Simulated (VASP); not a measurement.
Wanted: the native input for a VASP 6.6.1 run.

| Item | Value |
| --- | --- |
| Task | single point |
| Functional | PBE |
| Potentials or basis | VASP PAW PBE potentials, release 64 (Be, P) |
| Cutoff | 520 eV |
| k mesh | 3 × 3 × 1 |
| Occupations | fermi-dirac, width 0.15 eV |
| Spin | no spin polarisation |
| Dipole correction | no |
| Further INCAR settings | LREAL = Auto; ALGO = Normal; EDIFF = 1e-07; NBANDS = 32 |

The structure of Be16P lies in POSCAR:

```
Be16P
1.0
    4.5800000000      0.0000000000      0.0000000000
    2.2900000000      3.9663960000      0.0000000000
    0.0000000000      0.0000000000     17.3826450000
Be P
16 1
Direct
   -0.1666626328      0.3333252656      0.0575286442
    0.3333373672      0.3333252656      0.0575286442
   -0.1666628849      0.8333257698      0.0575286442
    0.3333371151      0.8333257698      0.0575286442
   -0.0497568326      0.0736184688      0.1740241488
    0.4777854782      0.0273548077      0.1818940673
   -0.0389054084      0.5596012098      0.1804558512
    0.4321012420      0.5330027562      0.1716309572
   -0.2277043980      0.4275922021      0.2787723042
    0.2357433433      0.3604783789      0.2847150132
   -0.2283575185      0.9058853428      0.2877812899
    0.2061463259      0.9077510163      0.2878963472
   -0.0057629568      0.1396481844      0.3899176449
    0.4805188344      0.1524557810      0.3880537168
    0.0198181829      0.6321103591      0.4194873680
    0.5172361380      0.6405058900      0.3920634633
   -0.3163224639      0.4920335741      0.4957761031
```

These files were run (other wordings do the same):

INCAR

```
SYSTEM = Be16P
  PREC = Accurate
  ENCUT = 520
  EDIFF = 1E-7
  ISMEAR = -1
  SIGMA = 0.15
  LREAL = Auto
  LASPH = .TRUE.
  NELM = 80
  ALGO = Normal
  ISIF = 2
  LWAVE = .FALSE.
  LCHARG = .FALSE.
  GGA = PE
  NBANDS = 32
```

KPOINTS

```
regular mesh
0
G
  3 3 1
  0 0 0
```

Potentials or basis: VASP PAW PBE potentials, release 64 (Be, P).

Run with:

```console
$ cat potpaw_PBE.64/Be/POTCAR potpaw_PBE.64/P/POTCAR > POTCAR
$ mpirun -np 1 vasp_std > vasp.out
```

Results of the run:

```yaml
Largest_force: 2.446 eV/Å
Band_gap_on_the_k_mesh: zero (an odd number of electrons rules out a gap without spin polarisation)
```

Caveat: the k points lie up to 0.53 Å⁻¹ apart, too coarse for converged energies and pressures of a metal; the atoms stand as in a frame of molecular dynamics.

Wall time 100 s on 1 thread of Intel(R) Xeon(R) Platinum 8488C (Sapphire Rapids), on a shared host, peak memory 0.41 GiB.
